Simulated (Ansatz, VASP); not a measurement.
**Cd2S: VASP beside Ansatz**

```
Cd S
1.0
    -2.60598    2.60598    3.70297
     2.60598   -2.60598    3.70297
     2.60598    2.60598   -3.70297
Cd S
2 1
Direct
  0.67535 0.67535 0.00000
  0.32465 0.32465 0.00000
  0.00000 0.00000 0.00000
```

Alike in both runs: functional PBE; k mesh 10 × 10 × 10; occupations gaussian, width 0.02 eV; no spin polarisation.

Ansatz relaxed the structure, and its values are those at the end. VASP's run is a single point on that final structure, the one shown.

|  | VASP | Ansatz |
| --- | --- | --- |
| version | VASP 6.6.1 | Ansatz 0.2.0 |
| potentials or method | VASP PAW PBE potentials, release 64 (Cd, S), cutoff 520 eV | scalar-relativistic, plane waves, PAW |
| valence electrons in the cell | 30 | 46 |

```csv
,VASP,Ansatz,Ansatz less VASP
gap on the k mesh at the Fermi level (eV),0.22,0.23,+0.008
least direct gap on the mesh (eV),0.22,0.23,+0.008
pressure (GPa),0.2,0.0,-0.25
rms of the force components (eV/Å),0.004,0.000,-0.0034
```

VASP's potentials hold 30 valence electrons a cell and Ansatz's 46, so a difference there can come from the potentials and not from the codes.
